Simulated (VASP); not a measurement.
A run of VASP 6.6.1:

INCAR

```
SYSTEM = Sn
PREC = Accurate ; ENCUT = 520
EDIFF = 1E-7 ; ISMEAR = -1
SIGMA = 0.08 ; LREAL = .False.
LASPH = .True. ; NELM = 100
ALGO = Normal ; ISIF = 2
LWAVE = .False. ; LCHARG = .False.
GGA = PE ; NBANDS = 13
```

KPOINTS

```
Automatic mesh
0
Gamma
  12 12 12
  0 0 0
```

Contents of POSCAR:

```
Sn
1.0
    2.8200150749      0.0000000000      0.0000000000
    0.0000000000      2.8200150749      0.0000000000
    0.0000000000      0.0000000000      2.8200150749
Sn
1
Direct
    0.0000000000      0.0000000000      0.0000000000
```

Potentials or basis: VASP PAW PBE potentials, release 64 (Sn_d).

Command:

```console
$ cat potpaw_PBE.64/Sn_d/POTCAR > POTCAR
$ mpirun -np 1 vasp_std > vasp.out
```

Hardware: 1 thread of Intel(R) Xeon(R) Platinum 8259CL CPU @ 2.50GHz (Skylake/Cascade Lake) (shared host).

Problem. Estimate the wall time of this run.

Solution. Wall time 15 s on 1 thread of Intel(R) Xeon(R) Platinum 8259CL CPU @ 2.50GHz (Skylake/Cascade Lake), on a shared host, peak memory 0.15 GiB. Counts: scf iterations 13, k points 84.
